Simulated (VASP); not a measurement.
# TiAl (P-6m2) in VASP: a series of runs, part 2 of 2

VASP 6.6.1.

**4. Relaxation of cell and atoms, PBEsol, target pressure 10 GPa, at which the enthalpy is minimised**

Contents of INCAR:

```
SYSTEM = TiAl
PREC = Accurate ; ENCUT = 600
EDIFF = 1E-7 ; ISMEAR = -1
SIGMA = 0.05 ; LREAL = .False.
LASPH = .True. ; NELM = 100
ALGO = Normal ; ISIF = 3
LWAVE = .False. ; LCHARG = .False.
GGA = PS ; IBRION = 2
NSW = 60 ; EDIFFG = -0.01
PSTRESS = 100.0
```

Contents of KPOINTS:

```
Automatic mesh
0
Gamma
  11 11 6
  0 0 0
```

Contents of POSCAR:

```
TiAl
1.0
    2.8672622327      0.0000000000      0.0000000000
   -1.4336311163      2.4831219328      0.0000000000
    0.0000000000      0.0000000000      4.6780830000
Ti Al
1 1
Direct
    0.0000000000      0.0000000000      0.0000000000
    0.3333333333      0.6666666667      0.5000000000
```

Potentials or basis: VASP PAW PBE potentials, release 64 (Ti_sv, Al).

On the command line:

```bash
$ cat potpaw_PBE.64/Ti_sv/POTCAR potpaw_PBE.64/Al/POTCAR > POTCAR
$ mpirun -np 1 vasp_std > vasp.out
```

OUTCAR:

```text
SYSTEM = TiAl
   PREC = Accurate
   ENCUT = 600
   EDIFF = 1E-7
   ISMEAR = -1
   LREAL = .False.
   LASPH = .True.
   NELM = 100
   ISIF = 3
   GGA = PS
   IBRION = 2
   NSW = 60
   EDIFFG = -0.01
   PSTRESS = 100.0

 ion  position               nearest neighbor table
   1  0.000  0.000  0.000-   2 2.87   2 2.87   2 2.87   2 2.87   2 2.87   2 2.87
   2  0.333  0.667  0.500-   1 2.87   1 2.87   1 2.87   1 2.87   1 2.87   1 2.87

  LATTYP: Found a hexagonal cell.
 ALAT       =     2.8672622327
 C/A-ratio  =     1.6315504549

  Lattice vectors:

 A1 = (   2.8672622327,   0.0000000000,   0.0000000000)
 A2 = (  -1.4336311163,   2.4831219328,   0.0000000000)
 A3 = (   0.0000000000,   0.0000000000,   4.6780830000)

Analysis of symmetry for initial positions (statically):
=====================================================================
 Subroutine PRICEL returns:
 Original cell was already a primitive cell.

 Routine SETGRP: Setting up the symmetry group for a
 hexagonal supercell.

 Subroutine GETGRP returns: Found 12 space group operations
 (whereof 12 operations were pure point group operations)
 out of a pool of 24 trial point group operations.

The static configuration has the point symmetry D_3h.

Analysis of symmetry for dynamics (positions and initial velocities):
=====================================================================
 Subroutine PRICEL returns:
 Original cell was already a primitive cell.

 Routine SETGRP: Setting up the symmetry group for a
 hexagonal supercell.

 Subroutine GETGRP returns: Found 12 space group operations
 (whereof 12 operations were pure point group operations)
 out of a pool of 24 trial point group operations.

The dynamic configuration has the point symmetry D_3h.

 Subroutine INISYM returns: Found 12 space group operations
 (whereof 12 operations are pure point group operations),
 and found     1 'primitive' translations
[... 122 lines left out ...]
   AEXX    =    0.0000 exact exchange contribution
   IVDW    =     0    specifies the selected vdW correction
   LEPSILON=     F    determine dielectric tensor
   LRPA    =     F    only Hartree local field effects (RPA)
 conjugate gradient relaxation of ions
 non-spin polarized calculation
  energy-cutoff  :      600.00
  volume of cell :       33.31
 maximum number of plane-waves:      1122
 NGX is ok and might be reduce to    24
   NGX = 11   NGY = 11   NGZ = 19

--------------------------------------- Ionic step        1  -------------------------------------------

 number of electron      14.9999999 magnetization

 Free energy of the ion-electron system (eV)
  ---------------------------------------------------
  ext. energy  EPLUGINS =         0.00000000
  ---------------------------------------------------
  free energy    TOTEN  =       -12.93160339 eV

  energy without entropy =      -12.90791634  energy(sigma->0) =      -12.91975986

------------------------ aborting loop because EDIFF is reached ----------------------------------------

  FORCE on cell =-STRESS in cart. coord.  units (eV):
  Direction    XX          YY          ZZ          XY          YZ          ZX
  --------------------------------------------------------------------------------------
  -------------------------------------------------------------------------------------
  Total       -0.4843728     -0.4843728     -0.8105526     -0.0000000      0.0000000     -0.0000000
  in kB      -23.3000564    -23.3000564    -38.9904630     -0.0000000      0.0000000     -0.0000000
  external PRESSURE =    -128.5301919 kB  Pullay stress =     100.0000000 kB
[... 177 lines left out ...]
--------------------------------------- Ionic step        6  -------------------------------------------

 number of electron      14.9999999 magnetization

 Free energy of the ion-electron system (eV)
  ---------------------------------------------------
  ext. energy  EPLUGINS =         0.00000000
  ---------------------------------------------------
  free energy    TOTEN  =       -12.86679574 eV

  energy without entropy =      -12.84663268  energy(sigma->0) =      -12.85671421

 E-fermi :   8.8895     XC(G=0): -11.4906

 val. band max:        8.8728332276   @ k =   0.3636   0.0909   0.5000
 cond. band min:       8.8940090472   @ k =   0.3636   0.2727   0.3333
 fundamental gap:      0.0211758196
 Fermi energy:         8.8895425630

 k-point     1 :       0.0000    0.0000    0.0000
  band No.  band energies     occupation
      1     -47.1569      2.00000
      2     -23.6005      2.00000
      3     -23.0405      2.00000
      4     -23.0405      2.00000
      5      -0.5500      2.00000
      6       6.4524      2.00000
      7       6.9973      2.00000
      8      10.3039      0.00000
      9      10.3039      0.00000
     10      12.0417      0.00000
     11      12.0417      0.00000
[... 309 lines left out ...]
 k-point    24 :       0.1818    0.0909    0.1667
  band No.  band energies     occupation
      1     -47.0868      2.00000
      2     -23.5353      2.00000
      3     -23.4235      2.00000
      4     -23.1445      2.00000
      5       1.1184      2.00000
      6       6.3975      2.00000
      7       8.2744      1.99999
      8       9.1899      0.00491
      9      11.4130      0.00000
     10      11.5888      0.00000
     11      11.6755      0.00000

 [... further k-points ...]
[... 5 lines left out ...]
  --------------------------------------------------------------------------------------
  -------------------------------------------------------------------------------------
  Total        1.8810437      1.8810437      1.8799066      0.0000000      0.0000000     -0.0000000
  in kB      100.5720276    100.5720276    100.5112309      0.0000000      0.0000000     -0.0000000
  external PRESSURE =       0.5517620 kB  Pullay stress =     100.0000000 kB
[... 21 lines left out ...]
  energy  without entropy=      -12.8466326841  energy(sigma->0) =      -12.85671421

  enthalpy is  TOTEN    =       -10.9964509641 eV   P V=        1.8703447791

 reached required accuracy - stopping structural energy minimisation
```

OSZICAR:

```text
N       E                     dE             d eps       ncg     rms          rms(c)
DAV:   1     0.930572883406E+02    0.93057E+02   -0.80796E+03  1408   0.152E+03
DAV:   2    -0.814203151516E+01   -0.10120E+03   -0.98595E+02  1450   0.345E+02
DAV:   3    -0.143228044840E+02   -0.61808E+01   -0.58993E+01  2145   0.825E+01
[... 65 lines left out ...]
DAV:   2    -0.128668728921E+02    0.27902E-03   -0.86406E-04  1485   0.316E-01    0.612E-02
DAV:   3    -0.128668010001E+02    0.71892E-04   -0.17006E-04  1616   0.169E-01    0.201E-02
DAV:   4    -0.128667962289E+02    0.47713E-05   -0.25300E-05  1668   0.570E-02    0.784E-03
DAV:   5    -0.128667957523E+02    0.47657E-06   -0.31919E-06  1646   0.186E-02    0.240E-03
DAV:   6    -0.128667957433E+02    0.90297E-08   -0.42238E-07  1513   0.622E-03
   6 F= -.10996451E+02 E0= -.10986369E+02  d E =-.886291E-03
```

It took 44 s on 1 thread of Intel Xeon 6975P-C (Granite Rapids), shared host; peak memory 0.19 GiB.

Results:

| Property | Result |
| --- | --- |
| Free energy | -12.8668 eV |
| Relaxed volume | 14.98 Å³/atom |
| Relaxed cell | a = 2.764 Å, b = 2.764 Å, c = 4.529 Å, α = 90.00°, β = 90.00°, γ = 120.00° |
| Space group after relaxing (to 0.05 Å) | P-6m2 (No. 187) |
| Energy change on relaxing (the enthalpy is what falls) | +32.4 meV/atom |
| Ionic steps | 6 |
| Pressure after relaxing | 10.1 GPa |

Step by step:
```csv
step,energy change (eV),largest force (eV/Å),pressure (GPa),volume (Å³)
1,0.0000,0.0000,-2.85,33.31
2,0.3684,0.0000,26.65,27.27
3,0.0592,0.0000,9.72,30.07
4,0.0631,0.0000,10.01,30.01
5,0.0642,0.0000,10.05,29.98
6,0.0648,0.0000,10.06,29.97
```

Final structure:
```
Ti Al
1.0
     2.76392    0.00000    0.00000
    -1.38196    2.39363    0.00000
     0.00000    0.00000    4.52949
Ti Al
1 1
Direct
  0.00000 0.00000 0.00000
  0.33333 0.66667 0.50000
```

Caveat: the cell is relaxed towards a set pressure, so the enthalpy falls and the energy may rise; the PAW data sets were made with another functional, which shifts forces and pressure a little.

**5. Relaxation of cell and atoms, PBEsol, target pressure 30 GPa, at which the enthalpy is minimised**

Contents of INCAR:

```
SYSTEM = TiAl
  PREC = Accurate
  ENCUT = 600
  EDIFF = 1E-6
  ISMEAR = -1
  SIGMA = 0.05
  LREAL = .False.
  LASPH = .True.
  NELM = 100
  ALGO = Normal
  ISIF = 3
  LWAVE = .False.
  LCHARG = .False.
  GGA = PS
  IBRION = 2
  NSW = 60
  EDIFFG = -0.01
  PSTRESS = 300.0
```

Contents of KPOINTS:

```
regular mesh
0
Gamma
  11 11 6
  0 0 0
```

POSCAR is that of step 4.

Potentials or basis: VASP PAW PBE potentials, release 64 (Ti_sv, Al).

On the command line:

```bash
$ cat potpaw_PBE.64/Ti_sv/POTCAR potpaw_PBE.64/Al/POTCAR > POTCAR
$ mpirun -np 1 vasp_std > vasp.out
```

OUTCAR:

```text
SYSTEM = TiAl
   PREC = Accurate
   ENCUT = 600
   EDIFF = 1E-6
   ISMEAR = -1
   LREAL = .False.
   LASPH = .True.
   NELM = 100
   ISIF = 3
   GGA = PS
   IBRION = 2
   NSW = 60
   EDIFFG = -0.01
   PSTRESS = 300.0

 ion  position               nearest neighbor table
   1  0.000  0.000  0.000-   2 2.87   2 2.87   2 2.87   2 2.87   2 2.87   2 2.87
   2  0.333  0.667  0.500-   1 2.87   1 2.87   1 2.87   1 2.87   1 2.87   1 2.87

  LATTYP: Found a hexagonal cell.
 ALAT       =     2.8672622327
 C/A-ratio  =     1.6315504549

  Lattice vectors:

 A1 = (   2.8672622327,   0.0000000000,   0.0000000000)
 A2 = (  -1.4336311163,   2.4831219328,   0.0000000000)
 A3 = (   0.0000000000,   0.0000000000,   4.6780830000)

Analysis of symmetry for initial positions (statically):
=====================================================================
[... 259 lines left out ...]
  band No.  band energies     occupation
      1     -45.9062      2.00000
      2     -22.3730      2.00000
      3     -21.6717      2.00000
      4     -21.6717      2.00000
      5       0.0452      2.00000
      6       7.4217      2.00000
      7       8.1210      2.00000
      8      11.4572      0.00000
      9      11.4572      0.00000
     10      13.4102      0.00000
     11      13.4102      0.00000
[... 473 lines left out ...]
--------------------------------------- Ionic step        7  -------------------------------------------

 number of electron      14.9999997 magnetization

 Free energy of the ion-electron system (eV)
  ---------------------------------------------------
  ext. energy  EPLUGINS =         0.00000000
  ---------------------------------------------------
  free energy    TOTEN  =       -12.47748884 eV

  energy without entropy =      -12.45955125  energy(sigma->0) =      -12.46852004

 E-fermi :  10.2750     XC(G=0): -12.0042

 val. band max:       10.2632265203   @ k =   0.3636  -0.0000   0.1667
 cond. band min:      10.2809200343   @ k =   0.2727   0.2727   0.3333
 fundamental gap:      0.0176935140
 Fermi energy:        10.2750166657

 k-point     1 :       0.0000    0.0000    0.0000
  band No.  band energies     occupation
      1     -45.5787      2.00000
      2     -22.0482      2.00000
      3     -21.2648      2.00000
      4     -21.2648      2.00000
      5       0.1593      2.00000
      6       7.6238      2.00000
      7       8.2085      2.00000
      8      11.7903      0.00000
      9      11.7903      0.00000
     10      13.8647      0.00000
     11      13.8647      0.00000
[... 355 lines left out ...]
  energy  without entropy=      -12.4595512483  energy(sigma->0) =      -12.46852004

  enthalpy is  TOTEN    =        -7.4717163876 eV   P V=        5.0057724501

 reached required accuracy - stopping structural energy minimisation
```

CONTCAR:

```text
TiAl
   1.00000000000000
     2.6490120823622445    0.0000000000051988    0.0000000000000000
    -1.3245060411304259    2.2941117582220234   -0.0000000000000000
     0.0000000000000000    0.0000000000000000    4.3990806229065136
  Ti              Al
     1     1
Direct
     0.0000000000000000    0.0000000000000000    0.0000000000000000
     0.3333333332999970    0.6666666667000030    0.5000000000000000

  0.00000000E+00  0.00000000E+00  0.00000000E+00
  0.00000000E+00  0.00000000E+00  0.00000000E+00
```

Run time: 48 s. Hardware: 1 thread of Intel Xeon 6975P-C (Granite Rapids), shared host; peak memory 0.18 GiB.

Results:

```
Free energy                                            : -12.4775 eV
Relaxed volume                                         : 13.37 Å³/atom
Relaxed cell                                           : a = 2.649 Å, b = 2.649 Å, c = 4.399 Å, α = 90.00°, β = 90.00°, γ = 120.00°
Space group after relaxing (to 0.05 Å)                 : P-6m2 (No. 187)
Energy change on relaxing (the enthalpy is what falls) : +227.1 meV/atom
Ionic steps                                            : 7
Pressure after relaxing                                : 30.1 GPa
```

Step by step:
| step | energy change (eV) | largest force (eV/Å) | pressure (GPa) | volume (Å³) |
| --- | --- | --- | --- | --- |
| 1 | 0.0000 | 0.0000 | -2.83 | 33.31 |
| 2 | 3.9076 | 0.0000 | 142.39 | 19.42 |
| 3 | 0.3537 | 0.0000 | 26.00 | 27.34 |
| 4 | 0.4249 | 0.0000 | 29.09 | 26.93 |
| 5 | 0.4468 | 0.0000 | 29.98 | 26.81 |
| 6 | 0.4537 | 0.0000 | 30.08 | 26.74 |
| 7 | 0.4541 | 0.0000 | 30.07 | 26.73 |

Final structure:
```cif
data_structure
_symmetry_space_group_name_H-M 'P 1'
_symmetry_Int_Tables_number 1
_cell_length_a 2.6490
_cell_length_b 2.6490
_cell_length_c 4.3991
_cell_angle_alpha 90.000
_cell_angle_beta 90.000
_cell_angle_gamma 120.000
_cell_volume 26.73
loop_
_atom_site_label
_atom_site_type_symbol
_atom_site_fract_x
_atom_site_fract_y
_atom_site_fract_z
_atom_site_occupancy
Ti1 Ti 0.00000 0.00000 0.00000 1
Al1 Al 0.33333 0.66667 0.50000 1
```

Levels at points of the mesh, in eV from the Fermi level:
| k point | band 4 | band 5 | band 6 | band 7 | band 8 | band 9 | band 10 | band 11 |
| --- | --- | --- | --- | --- | --- | --- | --- | --- |
| (0.00, 0.00, 0.00) | -31.54 | -10.12 | -2.65 | -2.07 | 1.52 | 1.52 | 3.59 | 3.59 |
| (0.00, 0.00, 0.50) | -31.54 | -9.01 | -5.82 | -0.80 | 1.53 | 1.53 | 3.49 | 3.49 |

Caveat: the cell is relaxed towards a set pressure, so the enthalpy falls and the energy may rise; the volume moved by over 15 % at a fixed basis, so the end points are rough; the PAW data sets were made with another functional, which shifts forces and pressure a little.

**6. Single point, PBEsol (volume scaled by 1.04)**

Contents of INCAR:

```
SYSTEM = TiAl
PREC = Accurate
ENCUT = 520
EDIFF = 1E-6
ISMEAR = -1
SIGMA = 0.05
LREAL = .False.
LASPH = .True.
NELM = 100
ALGO = Fast
ISIF = 2
LWAVE = .False.
LCHARG = .False.
GGA = PS
NBANDS = 14
```

KPOINTS is that of step 5.

Contents of POSCAR:

```
TiAl
1.0
    2.9049936943      0.0000000000      0.0000000000
   -1.4524968471      2.5157983370      0.0000000000
    0.0000000000      0.0000000000      4.7396437833
Ti Al
1 1
Direct
    0.0000000000      0.0000000000      0.0000000000
    0.3333333333      0.6666666667      0.5000000000
```

Potentials or basis: VASP PAW PBE potentials, release 64 (Ti_sv, Al).

On the command line:

```bash
$ cat potpaw_PBE.64/Ti_sv/POTCAR potpaw_PBE.64/Al/POTCAR > POTCAR
$ mpirun -np 1 vasp_std > vasp.out
```

It took 38 s on 1 thread of Intel Xeon Platinum 8488C (Sapphire Rapids), shared host; peak memory 0.17 GiB.

Results (log left out):

* Free energy: -12.8925 eV
* Pressure: -6.5 GPa

Stress tensor (GPa, compression positive):
```
-5.79  0.00  0.00
 0.00 -5.79  0.00
 0.00  0.00 -7.93
```

Levels at points of the mesh, in eV from the Fermi level:
```csv
k point,band 5,band 6,band 7,band 8,band 9,band 10
"(0.00, 0.00, 0.00)",-8.70,-2.24,-1.77,1.24,1.24,2.65
"(0.00, 0.00, 0.50)",-7.84,-5.16,-0.38,1.26,1.26,2.58
```

Caveat: the cell differs from its parent crystal (volume scaled by 1.04); the PAW data sets were made with another functional, which shifts forces and pressure a little.

**7. Overview**

| task | level | cell | cutoff (eV) | gap on the mesh (eV) | pressure (GPa) |
| --- | --- | --- | --- | --- | --- |
| relaxation of cell and atoms | PBEsol+D4 | relaxed from a = 2.867, b = 2.867, c = 4.678 Å, angles 90.0, 90.0, 120.0°, 2 atoms | 600 | none | 0.0 |
| relaxation of cell and atoms | PBEsol | relaxed to 2 GPa from a = 2.867, b = 2.867, c = 4.678 Å, angles 90.0, 90.0, 120.0°, 2 atoms | 600 | none | 2.0 |
| relaxation of cell and atoms | PBEsol | relaxed to 10 GPa from a = 2.867, b = 2.867, c = 4.678 Å, angles 90.0, 90.0, 120.0°, 2 atoms | 600 | none | 10.1 |
| relaxation of cell and atoms | PBEsol | relaxed to 30 GPa from a = 2.867, b = 2.867, c = 4.678 Å, angles 90.0, 90.0, 120.0°, 2 atoms | 600 | none | 30.1 |
| single point | PBEsol | a = 2.905, b = 2.905, c = 4.740 Å, angles 90.0, 90.0, 120.0°, 2 atoms | 520 | none | -6.5 |

Alike in all rows: potentials or basis VASP PAW PBE potentials, release 64 (Ti_sv, Al); no spin polarisation; k mesh 11 × 11 × 6; smearing fermi-dirac 0.05 eV.

Caveats: the PAW data sets were made with another functional, which shifts forces and pressure a little; the cell is relaxed towards a set pressure, so the enthalpy falls and the energy may rise (some runs); pairwise dispersion overbinds metals, which lowers pressure and volume (some runs); the volume moved by over 15 % at a fixed basis, so the end points are rough (some runs).

Total energies depend on the potentials used, so only differences within one code and one set of settings carry meaning.
